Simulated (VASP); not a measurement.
WC (rocksalt type): single point with PBE

Crystal: WC (rocksalt type).

```
W C
1.0
     0.00000    2.14537    2.14537
     2.14537    0.00000    2.14537
     2.14537    2.14537    0.00000
W C
1 1
Direct
  0.00000 0.00000 0.00000
  0.50000 0.50000 0.50000
```

This cell differs from its parent crystal: volume scaled by 0.94, core large.

| Item | Value |
| --- | --- |
| Program | VASP 6.6.1 |
| Task | single point |
| Functional | PBE |
| Potentials or basis | VASP PAW PBE potentials, release 64 (W_sv, C) |
| Cutoff | 520 eV |
| k mesh | 15 × 15 × 15 |
| Occupations | fermi-dirac, width 0.08 eV |
| Spin | no spin polarisation |

```
Pressure               : 27.0 GPa
Band gap on the k mesh : zero (band 9 reaches 14.55 eV, above the bottom of band 10 at 11.22 eV)
```

Levels at points of the mesh, in eV from the Fermi level:
```
           k point  band 5  band 6  band 7  band 8  band 9  band 10  band 11  band 12  band 13  band 14
(0.00, 0.00, 0.00)  -16.37   -2.98   -2.98   -2.98   -1.18    -1.18    -1.18    -1.00    -1.00     7.27
```

Wall time 15 s on 1 thread of Intel(R) Xeon(R) Platinum 8488C (Sapphire Rapids), on a shared host, peak memory 0.17 GiB.

Caveat: spin-orbit coupling is left out, which moves the levels of the heavy elements.
